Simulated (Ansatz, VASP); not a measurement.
One calculation of CoSi2, two programs

```xyz
3
Lattice="0.0000 2.6780 2.6780 2.6780 0.0000 2.6780 2.6780 2.6780 0.0000" Properties=species:S:1:pos:R:3 pbc="T T T"
Co    0.0000    0.0000    0.0000
Si    4.0170    4.0170    4.0170
Si    1.3390    1.3390    1.3390
```

Alike in both runs: task single point; functional PBE; k mesh 7 × 7 × 7; occupations fermi-dirac, width 0.05 eV; collinear spin; fixed moment 3 μB.

```csv
,VASP,Ansatz
version,VASP 6.6.1,Ansatz 0.2.0
potentials or method,"VASP PAW PBE potentials, release 64 (Co_sv, Si)",Ansatz PAW
plane-wave cutoff (eV),600,420
valence electrons in the cell,25,25
```

VASP gave:

| Property | Result |
| --- | --- |
| pressure (GPa) | 24.3 |
| net moment per atom (μB) | 1.00 |
| size of the moment on the site where the two differ most (μB) | 1.61 |

Q: What did Ansatz give for the same quantities?

A: Pressure (GPa): 25.4; net moment per atom (μB): 1.00; size of the moment on the site where the two differ most (μB): 1.65.

Site moments also hang on the region over which each program counts them. The functional is the same, so the differences come from potentials, cutoffs and numerics.
